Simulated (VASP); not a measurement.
Input of a VASP 6.6.1 run:

Contents of INCAR:

```
PREC = Accurate ; ENCUT = 500
EDIFF = 1E-6 ; ISMEAR = -1
SIGMA = 0.1 ; LREAL = F
LASPH = T ; NELM = 120
ALGO = Normal ; ISIF = 2
LWAVE = F ; LCHARG = F
GGA = PS ; NBANDS = 19
GGA_COMPAT = F
```

Contents of KPOINTS:

```
regular mesh
0
Gamma
  7 7 7
```

POSCAR

```
Hg
1.0
    0.0000000000      2.9503083032      2.9503083032
    2.9503083032      0.0000000000      2.9503083032
    2.9503083032      2.9503083032      0.0000000000
Hg
2
Direct
    1.0000000000      1.0000000000      1.0000000000
    0.2500000000      0.2500000000      0.2500000000
```

Potentials or basis: VASP PAW PBE potentials, release 64 (Hg).

Command:

```sh
$ cat potpaw_PBE.64/Hg/POTCAR > POTCAR
$ mpirun -np 1 vasp_std > vasp.out
```

(1) Estimate the band gap on the k mesh.

(2) Predict the pressure.

Answers

(1) zero (bands 12 and 13 overlap by 6.82 eV).

(2) 21.4 GPa.

Caveat: the cell stands under pressure; the PAW data sets were made with another functional, which shifts forces and pressure a little; spin-orbit coupling is left out, which moves the levels of the heavy elements.
